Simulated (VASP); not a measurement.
# C (P2_1/m) in VASP: a series of runs

The runs below take C through single point, with PBEsol.

Everything below comes from runs of VASP 6.6.1. Logs are shortened: lines on timing, memory, paths and dates and some standing lists are left out, and cuts for length are marked.

### 1 The cell of the first run

Symmetry: P2_1/m, No. 11, monoclinic system. Conventional cell: a = 2.459 Å, b = 7.246 Å, c = 2.459 Å, α = 90.00°, β = 120.00°, γ = 90.00°. C (site symmetry m) has 3 C at 1.42 Å within 1.9 Å. C (site symmetry m) has 3 C at 1.42 Å within 1.9 Å.

### 2 Single point, PBEsol

File INCAR:

```
PREC = Accurate
ENCUT = 520
EDIFF = 1E-6
ISMEAR = 0
SIGMA = 0.15
LREAL = False
LASPH = True
NELM = 100
ALGO = Normal
ISIF = 2
LWAVE = False
LCHARG = False
GGA = PS
NBANDS = 16
```

File KPOINTS:

```
regular mesh
0
Gamma
  18 18 6
```

File POSCAR:

```
C
1.0
    2.4587330167      0.0000000000      0.0000000000
   -1.2293665084      2.1293252536      0.0000000000
    0.0000000000      0.0000000000      7.2458067263
C
4
Direct
   -0.2732662180     -0.2000447555      0.0025000000
    0.2732662180      0.2000447555      0.5025000000
    0.0600416786      0.4666032901      0.0025000000
    0.9399583214      0.5333967099      0.5025000000
```

Potentials or basis: VASP PAW PBE potentials, release 64 (C).

On the command line:

```console
$ cat potpaw_PBE.64/C/POTCAR > POTCAR
$ mpirun -np 1 vasp_std > vasp.out
```

OUTCAR:

```text
PREC = Accurate
   ENCUT = 520
   EDIFF = 1E-6
   ISMEAR = 0
   LREAL = False
   LASPH = True
   NELM = 100
   ISIF = 2
   GGA = PS

 ion  position               nearest neighbor table
   1  0.727  0.800  0.002-   3 1.42   3 1.42   3 1.42
   2  0.273  0.200  0.502-   4 1.42   4 1.42   4 1.42
   3  0.060  0.467  0.002-   1 1.42   1 1.42   1 1.42
   4  0.940  0.533  0.502-   2 1.42   2 1.42   2 1.42

  LATTYP: Found a hexagonal cell.
 ALAT       =     2.4587330167
 C/A-ratio  =     2.9469676769

  Lattice vectors:

 A1 = (   2.4587330167,   0.0000000000,   0.0000000000)
 A2 = (  -1.2293665084,   2.1293252536,   0.0000000000)
 A3 = (   0.0000000000,   0.0000000000,   7.2458067263)

Analysis of symmetry for initial positions (statically):
=====================================================================
 Subroutine PRICEL returns:
 Original cell was already a primitive cell.

 Routine SETGRP: Setting up the symmetry group for a
 hexagonal supercell.

 Subroutine GETGRP returns: Found  4 space group operations
 (whereof  1 operations were pure point group operations)
 out of a pool of 24 trial point group operations.

The static configuration has the point symmetry C_1 .
 The point group associated with its full space group is C_2h.

Analysis of symmetry for dynamics (positions and initial velocities):
=====================================================================
 Subroutine PRICEL returns:
 Original cell was already a primitive cell.

 Routine SETGRP: Setting up the symmetry group for a
 hexagonal supercell.

 Subroutine GETGRP returns: Found  4 space group operations
 (whereof  1 operations were pure point group operations)
 out of a pool of 24 trial point group operations.

The dynamic configuration has the point symmetry C_1 .
 The point group associated with its full space group is C_2h.

 Subroutine INISYM returns: Found  4 space group operations
 (whereof  1 operations are pure point group operations),
 and found     1 'primitive' translations

----------------------------------------------------------------------------------------

                                     Primitive cell

  volume of cell :      37.9350

  direct lattice vectors                    reciprocal lattice vectors
     2.458733017  0.000000000  0.000000000     0.406713536  0.234816170  0.000000000
    -1.229366508  2.129325254  0.000000000     0.000000000  0.469632339  0.000000000
     0.000000000  0.000000000  7.245806726     0.000000000  0.000000000  0.138010858

  length of vectors
     2.458733017  2.458733017  7.245806726     0.469632339  0.469632339  0.138010858

  position of ions in fractional coordinates (direct lattice)
     0.726733782  0.799955244  0.002500000
     0.273266218  0.200044756  0.502500000
     0.060041679  0.466603290  0.002500000
     0.939958321  0.533396710  0.502500000

  ion indices of the primitive-cell ions
   primitive index   ion index
                 1           1
                 2           2
                 3           3
                 4           4

----------------------------------------------------------------------------------------

 KPOINTS: regular mesh

Automatic generation of k-mesh.
 Grid dimensions read from file:
 generate k-points for:   18   18    6

 Generating k-lattice:

  Cartesian coordinates                     Fractional coordinates (reciprocal lattice)
     0.022595196  0.013045343  0.000000000     0.055555556  0.000000000  0.000000000
     0.000000000  0.026090686  0.000000000     0.000000000  0.055555556  0.000000000
     0.000000000  0.000000000  0.023001810     0.000000000  0.000000000  0.166666667

  Length of vectors
     0.026090686  0.026090686  0.023001810

  Shift w.r.t. Gamma in fractional coordinates (k-lattice)
     0.000000000  0.000000000  0.000000000

 Subroutine IBZKPT returns following result:
 ===========================================

 Found    656 irreducible k-points:

 Following reciprocal coordinates:
            Coordinates               Weight
  0.000000  0.000000  0.000000      1.000000
  0.055556  0.000000  0.000000      2.000000
  0.000000  0.055556  0.000000      2.000000
 -0.055556  0.055556  0.000000      2.000000
  0.111111  0.000000  0.000000      2.000000
  0.000000  0.111111  0.000000      2.000000
[... 16 lines left out ...]
  0.444444  0.000000  0.000000      2.000000
  0.000000  0.444444  0.000000      2.000000
 [... further k-points ...]
   k-points           NKPTS =    656   k-points in BZ     NKDIM =    656   number of bands    NBANDS=     16
   number of dos      NEDOS =    301   number of ions     NIONS =      4
   total plane-waves  NPLWV =  17496
   dimension x,y,z NGX =    18 NGY =   18 NGZ =   54
   dimension x,y,z NGXF=    36 NGYF=   36 NGZF=  108
   ions per type =               4
   NGX,Y,Z   is equivalent  to a cutoff of  12.17, 12.17, 12.39 a.u.
   NGXF,Y,Z  is equivalent  to a cutoff of  24.34, 24.34, 24.78 a.u.
 SYSTEM =  unknown system
   PREC   = accura    normal or accurate (medium, high low for compatibility)
   ISTART =      0    job   : 0-new  1-cont  2-samecut
   ICHARG =      2    charge: 1-file 2-atom 10-const
   ISPIN  =      1    spin polarized calculation?
   LNONCOLLINEAR =      F non collinear calculations
   LSORBIT =      F    spin-orbit coupling
   LASPH  =      T    aspherical Exc in radial PAW
   ENCUT  =  520.0 eV  38.22 Ry    6.18 a.u.   4.57  4.57 13.47*2*pi/ulx,y,z
   NELM   =    100;   NELMIN=  2; NELMDL= -5     # of ELM steps
   EDIFF  = 0.1E-05   stopping-criterion for ELM
   LREAL  =      F    real-space projection
   EDIFFG = 0.1E-04   stopping-criterion for IOM
   NSW    =      0    number of steps for IOM
   IBRION =     -1    ionic relax: 0-MD 1-quasi-New 2-CG
   NFREE  =      0    steps in history (QN), initial steepest desc. (CG)
   ISIF   =      2    stress and relaxation
   ISYM   =      2    0-nonsym 1-usesym 2-fastsym
   POTIM  = 0.5000    time-step for ionic-motion
   TEBEG  =    0.0;   TEEND  =   0.0 temperature during run
   PSTRESS=    0.0 pullay stress
   NELECT =      16.0000    total number of electrons
   NUPDOWN=      -1.0000    fix difference up-down
   EMIN   =  10.00;   EMAX   =-10.00  energy-range for DOS
   EFERMI =   0.00;   METHOD = LEGACY
   ISMEAR =     0;   SIGMA  =   0.15  broadening in eV -4-tet -1-fermi 0-gaus
   EFERMI_NEDOS =   21; number of points for ismear=-14 and -15
   IALGO  =     38    algorithm
   IMIX   =      4    mixing-type and parameters
     AMIX     =   0.40;   BMIX     =  1.00
     AMIX_MAG =   1.60;   BMIX_MAG =  1.00
  volume/ion in A,a.u.               =       9.48        64.00
  Fermi-wavevector in a.u.,A,eV,Ry     =   1.227726  2.320066 20.508213  1.507311
  Thomas-Fermi vector in A             =   2.362678
   LORBIT       =      0    0 simple, 1 ext, 2 COOP (PROOUT), +10 PAW based schemes
   GGA     = PS    functional components
   LHFCALC =     F    Hartree Fock is set to
   AEXX    =    0.0000 exact exchange contribution
   IVDW    =     0    specifies the selected vdW correction
   LEPSILON=     F    determine dielectric tensor
   LRPA    =     F    only Hartree local field effects (RPA)
 non-spin polarized calculation
 Gauss-broadening in eV      SIGMA  =   0.15
  energy-cutoff  :      520.00
  volume of cell :       37.94
 maximum number of plane-waves:      1046
   NGX =  9   NGY =  9   NGZ = 27

 number of electron      16.0000000 magnetization

 Free energy of the ion-electron system (eV)
  ---------------------------------------------------
  ext. energy  EPLUGINS =         0.00000000
  ---------------------------------------------------
  free energy    TOTEN  =       -38.57724166 eV

  energy without entropy =      -38.57637548  energy(sigma->0) =      -38.57680857

 E-fermi :   3.9997     XC(G=0): -10.0171

 val. band max:        3.9966660493   @ k =   0.3333   0.3333   0.5000
 cond. band min:       4.0038000580   @ k =   0.3333   0.3333   0.5000
 fundamental gap:      0.0071340087
 Fermi energy:         3.9997357032

 k-point     1 :       0.0000    0.0000    0.0000
  band No.  band energies     occupation
      1     -15.6204      2.00000
      2     -15.4548      2.00000
      3      -4.3364      2.00000
      4      -2.9987      2.00000
      5       1.0092      2.00000
      6       1.0144      2.00000
[... 8 lines left out ...]
     15      15.5383      0.00000
     16      15.6040      0.00000

 k-point     2 :       0.0556    0.0000    0.0000
  band No.  band energies     occupation
      1     -15.5466      2.00000
      2     -15.3818      2.00000
      3      -4.2466      2.00000
      4      -2.9130      2.00000
      5       0.7126      2.00000
      6       0.7213      2.00000
[... 8 lines left out ...]
     15      15.2774      0.00000
     16      15.3491      0.00000

 k-point     3 :       0.0000    0.0556    0.0000
  band No.  band energies     occupation
      1     -15.5466      2.00000
      2     -15.3818      2.00000
      3      -4.2466      2.00000
      4      -2.9130      2.00000
      5       0.7108      2.00000
      6       0.7204      2.00000
[... 8 lines left out ...]
     15      15.2739      0.00000
     16      15.3526      0.00000

 k-point     4 :      -0.0556    0.0556    0.0000
  band No.  band energies     occupation
      1     -15.5466      2.00000
      2     -15.3818      2.00000
      3      -4.2465      2.00000
      4      -2.9131      2.00000
      5       0.7094      2.00000
      6       0.7230      2.00000
[... 8 lines left out ...]
     15      15.2590      0.00000
     16      15.3679      0.00000

 k-point     5 :       0.1111    0.0000    0.0000
  band No.  band energies     occupation
      1     -15.3257      2.00000
      2     -15.1633      2.00000
      3      -3.9781      2.00000
      4      -2.6570      2.00000
      5      -0.1129      2.00000
      6      -0.0941      2.00000
[... 8 lines left out ...]
     15      14.5242      0.00000
     16      14.6356      0.00000

 k-point     6 :       0.0000    0.1111    0.0000
  band No.  band energies     occupation
      1     -15.3257      2.00000
      2     -15.1633      2.00000
      3      -3.9780      2.00000
      4      -2.6571      2.00000
      5      -0.1144      2.00000
      6      -0.0948      2.00000
[... 8 lines left out ...]
     15      14.5150      0.00000
     16      14.6443      0.00000
[... 267 lines left out ...]
 k-point    21 :       0.0000    0.3889    0.0000
  band No.  band energies     occupation
      1     -12.0883      2.00000
      2     -11.9602      2.00000
      3      -7.0832      2.00000
      4      -7.0026      2.00000
      5      -2.1256      2.00000
      6      -2.1114      2.00000
[... 8 lines left out ...]
     15      17.9030      0.00000
     16      20.0146      0.00000

 k-point    22 :      -0.3889    0.3889    0.0000
  band No.  band energies     occupation
      1     -12.0876      2.00000
      2     -11.9609      2.00000
      3      -7.0832      2.00000
      4      -7.0021      2.00000
      5      -2.1310      2.00000
      6      -2.1065      2.00000
[... 8 lines left out ...]
     15      17.8999      0.00000
     16      19.6475      0.00000

 k-point    23 :       0.4444    0.0000    0.0000
  band No.  band energies     occupation
      1     -11.0703      2.00000
      2     -10.9530      2.00000
      3      -8.4221      2.00000
      4      -8.3323      2.00000
      5      -2.3448      2.00000
      6      -2.3270      2.00000
[... 8 lines left out ...]
     15      16.8645      0.00000
     16      19.4026      0.00000

 k-point    24 :       0.0000    0.4444    0.0000
  band No.  band energies     occupation
      1     -11.0695      2.00000
      2     -10.9538      2.00000
      3      -8.4223      2.00000
      4      -8.3329      2.00000
      5      -2.3425      2.00000
      6      -2.3280      2.00000
[... 8 lines left out ...]
     15      16.8919      0.00000
     16      19.1928      0.00000

 [... further k-points ...]

------------------------ aborting loop because EDIFF is reached ----------------------------------------

  FORCE on cell =-STRESS in cart. coord.  units (eV):
  Direction    XX          YY          ZZ          XY          YZ          ZX
  --------------------------------------------------------------------------------------
  -------------------------------------------------------------------------------------
  Total        0.2437254      0.2388466      0.0199032     -0.0134557      0.0000000      0.0000000
  in kB       10.2936933     10.0876381      0.8406066     -0.5683004      0.0000000      0.0000000
  external PRESSURE =       7.0739793 kB  Pullay stress =       0.0000000 kB

 VOLUME and BASIS-vectors are now :
 -----------------------------------------------------------------------------
  energy-cutoff  :      520.00
  volume of cell :       37.94
      direct lattice vectors                 reciprocal lattice vectors
     2.458733017  0.000000000  0.000000000     0.406713536  0.234816170  0.000000000
    -1.229366508  2.129325254  0.000000000     0.000000000  0.469632339  0.000000000
     0.000000000  0.000000000  7.245806726     0.000000000  0.000000000  0.138010858

 POSITION                                       TOTAL-FORCE (eV/Angst)
 -----------------------------------------------------------------------------------
      0.80341      1.70336      0.01811        -0.006923      0.001075      0.000000
      0.42596      0.42596      3.64102         0.006923     -0.001075      0.000000
     -0.42600      0.99355      0.01811        -0.004416      0.005566      0.000000
      1.65537      1.13578      3.64102         0.004416     -0.005566      0.000000
 -----------------------------------------------------------------------------------
    total drift:                                0.000000      0.000000     -0.000010

  FREE ENERGIE OF THE ION-ELECTRON SYSTEM (eV)
  ---------------------------------------------------
  free  energy   TOTEN  =       -38.5772416581 eV

  energy  without entropy=      -38.5763754820  energy(sigma->0) =      -38.57680857
```

It took 3.2 min on 1 thread of AMD EPYC 9R45 (Zen 5), shared host; peak memory 0.34 GiB.

Results:

| Quantity | Value |
| --- | --- |
| Free energy | -38.5772 eV |
| Pressure | 0.7 GPa |
| Largest force | 0.007 eV/Å |

Forces in eV/Å, atoms in the order of the input:
```
C   -0.007  0.001  0.000
C    0.007 -0.001  0.000
C   -0.004  0.006  0.000
C    0.004 -0.006  0.000
```

Stress tensor (GPa, compression positive):
```
 1.03 -0.06  0.00
-0.06  1.01  0.00
 0.00  0.00  0.08
```

Caveat: this functional lacks dispersion, which binds layers or chains, so the pressure and a relaxed spacing across them are unreliable; the PAW data sets were made with another functional, which shifts forces and pressure a little.

[end of part 1 of 2]
